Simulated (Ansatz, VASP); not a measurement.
# One calculation of TiAl3, two programs

```
CELL_PARAMETERS angstrom
2.99911 0.00000 0.00000
0.00000 3.94145 0.00000
0.00000 0.00000 5.53061
ATOMIC_POSITIONS crystal
Ti 0.00000 0.00000 0.00000
Al 0.00000 0.00000 0.50000
Al 0.50000 0.50000 0.75664
Al 0.50000 0.50000 0.24336
```

Change from the starting cell: species swapped into the Mn3Fe type (Pmmm, No. 47).

Alike in both runs: functional PBE; k mesh 16 × 12 × 8; occupations gaussian, width 0.1 eV; no spin polarisation.

Ansatz relaxed the structure, and its values are those at the end. VASP's run is a single point on that final structure, the one shown.

```csv
,VASP,Ansatz
version,VASP 6.6.1,Ansatz 0.2.0
potentials or method,"VASP PAW PBE potentials, release 64 (Ti_sv, Al), cutoff 520 eV","scalar-relativistic, plane waves, PAW"
valence electrons in the cell,21,21
```

Ansatz gave:

* gap on the k mesh at the Fermi level (eV): none
* pressure (GPa): 0.0

What did VASP give for the same quantities?

gap on the k mesh at the Fermi level (eV): none; pressure (GPa): -0.1.

A gap of «none» marks a metal or a gap that the smearing closes.
